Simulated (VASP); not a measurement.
# Si2Ni (Fm-3m) in VASP: further runs, part 2 of 2

VASP 6.6.1. Earlier steps stand in the parts before.

### 4 Relaxation of cell and atoms, PBE+U, collinear spin, ferromagnetic start

File INCAR:

```
SYSTEM = Si2Ni
ALGO = Normal
EDIFF = 1E-7
EDIFFG = -0.01
ENCUT = 690
GGA = PE
GGA_COMPAT = .False.
IBRION = 2
ISIF = 3
ISMEAR = -1
ISPIN = 2
LASPH = .True.
LCHARG = .False.
LDAU = .True.
LDAUJ = 0 0
LDAUL = 2 -1
LDAUPRINT = 1
LDAUTYPE = 2
LDAUU = 3 0
LMAXMIX = 4
LORBIT = 11
LREAL = .False.
LWAVE = .False.
MAGMOM = 1 0 0
NELM = 200
NELMIN = 4
NSW = 60
PREC = Accurate
SIGMA = 0.05
```

File KPOINTS:

```
k-points
0
Gamma
  9 9 9
  0 0 0
```

File POSCAR:

```
Si2Ni
1.0
    0.0000000000      2.7030000000      2.7030000000
    2.7030000000      0.0000000000      2.7030000000
    2.7030000000      2.7030000000      0.0000000000
Ni Si
1 2
Direct
    0.0000000000      0.0000000000      0.0000000000
    0.7500000000      0.7500000000      0.7500000000
    0.2500000000      0.2500000000      0.2500000000
```

Potentials or basis: VASP PAW PBE potentials, release 64 (Ni_sv_GW, Si).

Run with:

```console
$ cat potpaw_PBE.64/Ni_sv_GW/POTCAR potpaw_PBE.64/Si/POTCAR > POTCAR
$ mpirun -np 1 vasp_std > vasp.out
```

OUTCAR:

```text
SYSTEM = Si2Ni
   EDIFF = 1E-7
   EDIFFG = -0.01
   ENCUT = 690
   GGA = PE
   IBRION = 2
   ISIF = 3
   ISMEAR = -1
   ISPIN = 2
   LASPH = .True.
   LORBIT = 11
   LREAL = .False.
   NELM = 200
   NELMIN = 4
   NSW = 60
   PREC = Accurate

 ion  position               nearest neighbor table
   1  0.000  0.000  0.000-   2 2.34   2 2.34   3 2.34   3 2.34   2 2.34   2 2.34   3 2.34   3 2.34

   2  0.750  0.750  0.750-   1 2.34   1 2.34   1 2.34   1 2.34   3 2.70   3 2.70   3 2.70   3 2.70
                             3 2.70   3 2.70
   3  0.250  0.250  0.250-   1 2.34   1 2.34   1 2.34   1 2.34   2 2.70   2 2.70   2 2.70   2 2.70
                             2 2.70   2 2.70

  LATTYP: Found a face centered cubic cell.
[... 320 lines left out ...]
  ext. energy  EPLUGINS =         0.00000000
  ---------------------------------------------------
  free energy    TOTEN  =       -15.87601500 eV

  energy without entropy =      -15.86966548  energy(sigma->0) =      -15.87284024

 E-fermi :   9.6846     XC(G=0): -11.6489

 val. band max:        9.5898342044   @ k =   0.3333   0.2222   0.0000
 cond. band min:       9.7696020981   @ k =  -0.4444   0.4444   0.1111
 fundamental gap:      0.1797678937
 Fermi energy:         9.6845960213

 spin component 1

 k-point     1 :       0.0000    0.0000    0.0000
  band No.  band energies     occupation
      1     -94.0923      1.00000
      2     -54.5114      1.00000
      3     -54.5114      1.00000
      4     -54.5114      1.00000
      5      -3.9457      1.00000
      6       4.5332      1.00000
[... 1033 lines left out ...]
  FREE ENERGIE OF THE ION-ELECTRON SYSTEM (eV)
  ---------------------------------------------------
  free  energy   TOTEN  =       -15.8760150004 eV

  energy  without entropy=      -15.8696654807  energy(sigma->0) =      -15.87284024

 reached required accuracy - stopping structural energy minimisation

 total charge

# of ion       s       p       d       f       tot
--------------------------------------------------
    1        2.254   6.447   7.917   0.003  16.622
    2        0.749   0.828   0.000   0.000   1.578
    3        0.749   0.828   0.000   0.000   1.578
--------------------------------------------------
tot          3.753   8.103   7.917   0.003  19.777

 magnetization (x)

# of ion       s       p       d       f       tot
--------------------------------------------------
    1       -0.000  -0.000  -0.000   0.000  -0.000
    2       -0.000   0.000   0.000   0.000   0.000
    3       -0.000   0.000   0.000   0.000   0.000
--------------------------------------------------
tot         -0.000   0.000  -0.000   0.000  -0.000
```

OSZICAR:

```text
N       E                     dE             d eps       ncg     rms          rms(c)
DAV:   1     0.234636997531E+03    0.23464E+03   -0.15993E+04  3564   0.409E+03
DAV:   2    -0.948642338235E+00   -0.23559E+03   -0.22865E+03  3778   0.870E+02
[... 35 lines left out ...]
DAV:   6    -0.158761803567E+02   -0.13830E-03   -0.89141E-04  4120   0.144E+00    0.101E-01
DAV:   7    -0.158760170241E+02    0.16333E-03   -0.56974E-04  4140   0.150E+00    0.175E-02
DAV:   8    -0.158760158793E+02    0.11448E-05   -0.35533E-05  4576   0.232E-01    0.734E-03
DAV:   9    -0.158760156358E+02    0.24349E-06   -0.35599E-07  2736   0.162E-02    0.602E-03
DAV:  10    -0.158760149622E+02    0.67355E-06   -0.81448E-07  2732   0.458E-02    0.632E-04
DAV:  11    -0.158760150004E+02   -0.38178E-07   -0.43322E-08  1676   0.660E-03
   3 F= -.15876015E+02 E0= -.15872840E+02  d E =-.719089E-02  mag=     0.0000
```

CONTCAR:

```text
Si2Ni
   1.00000000000000
    -0.0000000000000000    2.7207863516304438    2.7207863516304438
     2.7207863516304438   -0.0000000000000000    2.7207863516304438
     2.7207863516304438    2.7207863516304438    0.0000000000000000
  Ni              Si
     1     2
Direct
     0.0000000000000000    0.0000000000000000    0.0000000000000000
     0.7500000000000000    0.7500000000000000    0.7500000000000000
     0.2500000000000000    0.2500000000000000    0.2500000000000000

  0.00000000E+00  0.00000000E+00  0.00000000E+00
  0.00000000E+00  0.00000000E+00  0.00000000E+00
  0.00000000E+00  0.00000000E+00  0.00000000E+00
```

Run time: 3.2 min. Hardware: 1 thread of Intel Xeon Platinum 8488C (Sapphire Rapids), shared host; peak memory 0.3 GiB.

What came out:

| Item | Value |
| --- | --- |
| Free energy | -15.8760 eV |
| Relaxed volume | 13.43 Å³/atom |
| Relaxed cell | a = 3.848 Å, b = 3.848 Å, c = 3.848 Å, α = 60.00°, β = 60.00°, γ = 60.00° |
| Space group after relaxing (to 0.1 Å) | Fm-3m (No. 225) |
| Energy gained by relaxing | 2.4 meV/atom |
| Ionic steps | 3 |
| Pressure after relaxing | 0.0 GPa |
| Band gap on the k mesh | zero (filled and empty bands overlap) |
| Net moment | 0.00 μB per cell |
| Valence electrons inside the program's atomic spheres | Ni 16.62; Si 1.58 |

The path:
```tsv
step	energy change (eV)	largest force (eV/Å)	pressure (GPa)	volume (Å³)
1	0.0000	0.0000	2.93	39.50
2	-0.0029	0.0000	-2.20	40.89
3	-0.0072	0.0000	-0.01	40.28
```

Final structure:
```
CELL_PARAMETERS angstrom
0.00000 2.72079 2.72079
2.72079 0.00000 2.72079
2.72079 2.72079 0.00000
ATOMIC_POSITIONS crystal
Ni 0.00000 0.00000 0.00000
Si 0.75000 0.75000 0.75000
Si 0.25000 0.25000 0.25000
```

Levels at points of the mesh, in eV from the Fermi level:
Spin up:
```tsv
k point	band 10	band 11	band 12	band 13	band 14	band 15	band 16	band 17
(0.00, 0.00, 0.00)	-3.67	-0.44	1.68	1.68	1.68	2.40	2.40	2.40
```
Spin down:
| k point | band 11 | band 12 | band 13 | band 14 | band 15 | band 16 |
| --- | --- | --- | --- | --- | --- | --- |
| (0.00, 0.00, 0.00) | -0.44 | 1.68 | 1.68 | 1.68 | 2.40 | 2.40 |

Eigenvalues of the final occupation matrices:
| site | spin | trace | eigenvalues |
| --- | --- | --- | --- |
| site 1 d | 1 | 3.98 | 0.77 0.77 0.77 0.84 0.84 |
| site 1 d | 2 | 3.98 | 0.77 0.77 0.77 0.84 0.84 |

Caveat: the moments typed at the start vanished in this run; the U is typed as a test and isn't derived for this compound.

### 5 Overview

```csv
task,level,potentials or basis,U,cell,k mesh,cutoff (eV),ions in elastic constants,gap on the mesh (eV),pressure (GPa),moment (μB)
elastic constants,PBEsol,"VASP PAW PBE potentials, release 64 (Ni, Si)",-,"a = 3.823 Å, angles 60.0°, 3 atoms",7 × 7 × 7,600,relaxed,-,-,0.00
single point,PBE+U,"VASP PAW PBE potentials, release 64 (Ni_sv_GW, Si)",Ni d U = 5.0 eV,"a = 3.852 Å, angles 60.0°, 3 atoms",9 × 9 × 9,690,-,none,-0.5,0.00
relaxation of cell and atoms,PBE+U,"VASP PAW PBE potentials, release 64 (Ni_sv_GW, Si)",Ni d U = 3.0 eV,"relaxed from a = 3.823 Å, angles 60.0°, 3 atoms",9 × 9 × 9,690,-,none,0.0,0.00
```

Alike in all rows: spin collinear, ferromagnetic start; smearing fermi-dirac 0.05 eV.

Caveats: the moments typed at the start vanished in this run; the U is typed as a test and isn't derived for this compound (at least some runs); the cell is under stress, which shifts elastic constants (at least some runs); the PAW data sets were made with another functional, which shifts forces and pressure a little (at least some runs).

Total energies depend on the potentials used, so only differences within one code and one set of settings carry meaning.

The gap in the log of VASP goes by the Fermi energy; the results here count the filled bands.